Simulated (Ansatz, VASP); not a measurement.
## TiGeRu4: VASP beside Ansatz

```
Ti Ge Ru
1.0
     3.00295    0.00000    0.00000
     0.00000    3.00295    0.00000
     0.00000    0.00000    9.48933
Ti Ge Ru
1 1 4
Cartesian
  0.0000 0.0000 0.0000
  1.5015 1.5015 4.7447
  1.5015 1.5015 1.4995
  0.0000 0.0000 3.3042
  1.5015 1.5015 7.9898
  0.0000 0.0000 6.1852
```

Alike in both runs: functional PBE; k mesh 10 × 10 × 4; occupations gaussian, width 0.1 eV; no spin polarisation.

Ansatz relaxed the structure, and its values are those at the end. VASP's run is a single point on that final structure, the one shown.

|  | VASP | Ansatz |
| --- | --- | --- |
| version | VASP 6.6.1 | Ansatz 0.2.0 |
| potentials or method | VASP PAW PBE potentials, release 64 (Ti_sv, Ge_d, Ru_pv), cutoff 520 eV | scalar-relativistic, plane waves, PAW |
| valence electrons in the cell | 82 | 90 |

Ansatz gave:

| Property | Result |
| --- | --- |
| gap on the k mesh at the Fermi level (eV) | none |
| pressure (GPa) | 0.0 |
| rms of the force components (eV/Å) | 0.000 |

Q: Which values does VASP return?

A: gap on the k mesh at the Fermi level (eV): none; pressure (GPa): -0.1; rms of the force components (eV/Å): 0.010.

A gap of «none» marks a metal or a gap that the smearing closes. VASP's potentials hold 82 valence electrons a cell and Ansatz's 90, so a difference there can come from the potentials and not from the codes.
